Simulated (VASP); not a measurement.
# BP (I-4m2) in VASP: further runs, part 2 of 2

VASP 6.6.1. Earlier steps stand in the parts before.

### Step 3. Single point, r2SCAN (strain -0.0100 x Voigt [0, 1, 0, 0, 0, 0])

The input, POSCAR:

```
BP
1.0
    0.0000000000      2.2463100000      2.2690000000
    2.2690000000      0.0000000000      2.2690000000
    2.2690000000      2.2463100000      0.0000000000
B P
1 1
Direct
    0.0000000000      0.0000000000      0.0000000000
    0.7500000000      0.7500000000      0.7500000000
```

The input, INCAR.step1:

```
  ALGO = Normal
  EDIFF = 1E-4
  ENCUT = 520
  GGA = PE
  ISMEAR = 0
  LASPH = T
  LCHARG = F
  LREAL = F
  LWAVE = T
  NBANDS = 11
  NELM = 80
  PREC = Accurate
  SIGMA = 0.05
```

The input, INCAR.step2:

```
  ALGO = Normal
  EDIFF = 1E-6
  ENCUT = 520
  ISIF = 2
  ISMEAR = 0
  ISTART = 1
  LASPH = T
  LCHARG = F
  LMIXTAU = T
  LREAL = F
  LWAVE = F
  METAGGA = R2SCAN
  NBANDS = 11
  NELM = 80
  PREC = Accurate
  SIGMA = 0.05
```

The input, KPOINTS:

```
k-points
0
Gamma
  10 10 10
```

Potentials or basis: VASP PAW PBE potentials, release 64 (B, P).

The run is started by

```sh
$ cat potpaw_PBE.64/B/POTCAR potpaw_PBE.64/P/POTCAR > POTCAR
$ cp INCAR.step1 INCAR
$ mpirun -np 1 vasp_std > vasp.out
$ cp INCAR.step2 INCAR
$ mpirun -np 1 vasp_std > vasp.out
```

OUTCAR:

```text
EDIFF = 1E-6
   ENCUT = 520
   ISIF = 2
   ISMEAR = 0
   ISTART = 1
   LASPH = T
   LREAL = F
   METAGGA = R2SCAN
   NELM = 80
   PREC = Accurate

 ion  position               nearest neighbor table
   1  0.000  0.000  0.000-   2 1.96   2 1.96   2 1.96   2 1.96
   2  0.750  0.750  0.750-   1 1.96   1 1.96   1 1.96   1 1.96

  LATTYP: Found a body centered tetragonal cell.
 ALAT       =     3.2088505730
 C/A-ratio  =     1.4000714267

  Lattice vectors:

 A1 = (   0.0000000000,  -2.2463100000,   2.2690000000)
 A2 = (   0.0000000000,  -2.2463100000,  -2.2690000000)
 A3 = (   2.2690000000,   2.2463100000,   0.0000000000)

Analysis of symmetry for initial positions (statically):
=====================================================================
 Subroutine PRICEL returns:
 Original cell was already a primitive cell.

 Routine SETGRP: Setting up the symmetry group for a
 body centered tetragonal supercell.

 Subroutine GETGRP returns: Found  8 space group operations
 (whereof  8 operations were pure point group operations)
 out of a pool of 16 trial point group operations.

The static configuration has the point symmetry D_2d.

Analysis of symmetry for dynamics (positions and initial velocities):
=====================================================================
 Subroutine PRICEL returns:
 Original cell was already a primitive cell.

 Routine SETGRP: Setting up the symmetry group for a
 body centered tetragonal supercell.

 Subroutine GETGRP returns: Found  8 space group operations
 (whereof  8 operations were pure point group operations)
 out of a pool of 16 trial point group operations.

The dynamic configuration has the point symmetry D_2d.

 Subroutine INISYM returns: Found  8 space group operations
 (whereof  8 operations are pure point group operations),
 and found     1 'primitive' translations

----------------------------------------------------------------------------------------

                                     Primitive cell

[... 112 lines left out ...]
  Fermi-wavevector in a.u.,A,eV,Ry     =   1.149164  2.171605 17.967547  1.320577
  Thomas-Fermi vector in A             =   2.285835
   LORBIT       =      0    0 simple, 1 ext, 2 COOP (PROOUT), +10 PAW based schemes
   METAGGA = R2SCAN    functional components
   LHFCALC =     F    Hartree Fock is set to
   AEXX    =    0.0000 exact exchange contribution
   IVDW    =     0    specifies the selected vdW correction
   LEPSILON=     F    determine dielectric tensor
   LRPA    =     F    only Hartree local field effects (RPA)
 non-spin polarized calculation
 Gauss-broadening in eV      SIGMA  =   0.05
  energy-cutoff  :      520.00
  volume of cell :       23.13
 maximum number of plane-waves:       636
   NGX = 11   NGY = 11   NGZ = 11

 number of electron       8.0000000 magnetization

 Free energy of the ion-electron system (eV)
  ---------------------------------------------------
  ext. energy  EPLUGINS =         0.00000000
  ---------------------------------------------------
  free energy    TOTEN  =       -17.30943456 eV

  energy without entropy =      -17.30943456  energy(sigma->0) =      -17.30943456

 E-fermi :   7.8169     XC(G=0): -11.5466

 val. band max:        7.5788465219   @ k =   0.0000   0.0000   0.0000
 cond. band min:       8.8515844536   @ k =   0.4000   0.0000   0.4000
 fundamental gap:      1.2727379317
 Fermi energy:         7.8169096309

 k-point     1 :       0.0000    0.0000    0.0000
  band No.  band energies     occupation
      1      -8.8433      2.00000
      2       7.4747      2.00000
      3       7.4747      2.00000
      4       7.5788      2.00000
      5      11.1242      0.00000
      6      11.1863      0.00000
      7      11.1863      0.00000
      8      15.6799      0.00000
      9      19.9907      0.00000
     10      20.0453      0.00000
     11      20.3212      0.00000
[... 309 lines left out ...]
 k-point    24 :       0.4000    0.3000    0.0000
  band No.  band energies     occupation
      1      -5.7381      2.00000
      2       0.9362      2.00000
      3       3.2280      2.00000
      4       3.7988      2.00000
      5       9.5883      0.00000
      6      11.4897      0.00000
      7      17.5977      0.00000
      8      17.8727      0.00000
      9      22.6178      0.00000
     10      23.6321      0.00000
     11      25.7672      0.00000

 [... further k-points ...]
[... 5 lines left out ...]
  --------------------------------------------------------------------------------------
  -------------------------------------------------------------------------------------
  Total        0.0117311      0.4289933      0.0117311      0.0000000     -0.0000000      0.0000000
  in kB        0.8126084     29.7161393      0.8126084      0.0000000     -0.0000000      0.0000000
  external PRESSURE =      10.4471187 kB  Pullay stress =       0.0000000 kB

 VOLUME and BASIS-vectors are now :
 -----------------------------------------------------------------------------
  energy-cutoff  :      520.00
  volume of cell :       23.13
      direct lattice vectors                 reciprocal lattice vectors
     0.000000000  2.246310000  2.269000000    -0.220361393  0.222587265  0.220361393
     2.269000000  0.000000000  2.269000000     0.220361393 -0.222587265  0.220361393
     2.269000000  2.246310000  0.000000000     0.220361393  0.222587265 -0.220361393

 POSITION                                       TOTAL-FORCE (eV/Angst)
 -----------------------------------------------------------------------------------
      0.00000      0.00000      0.00000         0.000000      0.000000      0.000000
      3.40350      3.36946      3.40350        -0.000000     -0.000000     -0.000000
 -----------------------------------------------------------------------------------
    total drift:                               -0.000000     -0.000000     -0.000000

  FREE ENERGIE OF THE ION-ELECTRON SYSTEM (eV)
  ---------------------------------------------------
  free  energy   TOTEN  =       -17.3094345583 eV

  energy  without entropy=      -17.3094345583  energy(sigma->0) =      -17.30943456
```

OUTCAR.step1:

```text
EDIFF = 1E-4
   ENCUT = 520
   GGA = PE
   ISMEAR = 0
   LASPH = T
[... 557 lines left out ...]
 -----------------------------------------------------------------------------------
      0.00000      0.00000      0.00000        -0.000000      0.000000      0.000000
      3.40350      3.36946      3.40350         0.000000      0.000000     -0.000000
 -----------------------------------------------------------------------------------
    total drift:                               -0.000000     -0.000000     -0.000000

  FREE ENERGIE OF THE ION-ELECTRON SYSTEM (eV)
  ---------------------------------------------------
  free  energy   TOTEN  =       -12.9265382302 eV

  energy  without entropy=      -12.9265382302  energy(sigma->0) =      -12.92653823
```

OSZICAR.step1:

```text
N       E                     dE             d eps       ncg     rms          rms(c)
DAV:   1     0.913199593238E+01    0.91320E+01   -0.40922E+03  2244   0.664E+02
DAV:   2    -0.130766293874E+02   -0.22209E+02   -0.21440E+02  2987   0.111E+02
DAV:   3    -0.136533511379E+02   -0.57672E+00   -0.57553E+00  2838   0.157E+01
DAV:   4    -0.136555045369E+02   -0.21534E-02   -0.21532E-02  2609   0.112E+00
DAV:   5    -0.136555150874E+02   -0.10550E-04   -0.10550E-04  2746   0.775E-02    0.731E+00
DAV:   6    -0.130278496577E+02    0.62767E+00   -0.14184E+00  2556   0.518E+00    0.394E+00
DAV:   7    -0.129339381180E+02    0.93912E-01   -0.24306E-01  2803   0.245E+00    0.134E+00
DAV:   8    -0.129260104291E+02    0.79277E-02   -0.27025E-02  2647   0.943E-01    0.196E-01
DAV:   9    -0.129263321571E+02   -0.32173E-03   -0.71412E-04  2621   0.181E-01    0.127E-01
DAV:  10    -0.129265276347E+02   -0.19548E-03   -0.24583E-04  2542   0.986E-02    0.285E-02
DAV:  11    -0.129265382302E+02   -0.10595E-04   -0.11085E-05  1320   0.224E-02
   1 F= -.12926538E+02 E0= -.12926538E+02  d E =-.366602E-14
```

Run time: 2.6 min. Hardware: 1 thread of AMD EPYC 7R13, shared host; peak memory 0.12 GiB.

What came out:

```yaml
Free_energy: -17.3094 eV
Pressure: 1.0 GPa
Band_gap_on_the_k_mesh: 1.27 eV, indirect (least direct gap 3.55 eV)
```

Stress tensor (GPa, compression positive):
```
0.08 0.00 0.00
0.00 2.97 0.00
0.00 0.00 0.08
```

Caveat: the cell differs from its parent crystal (strain -0.0100 x Voigt [0, 1, 0, 0, 0, 0]); the PAW data sets were made with another functional, which shifts forces and pressure a little. A k mesh can miss the band edges.
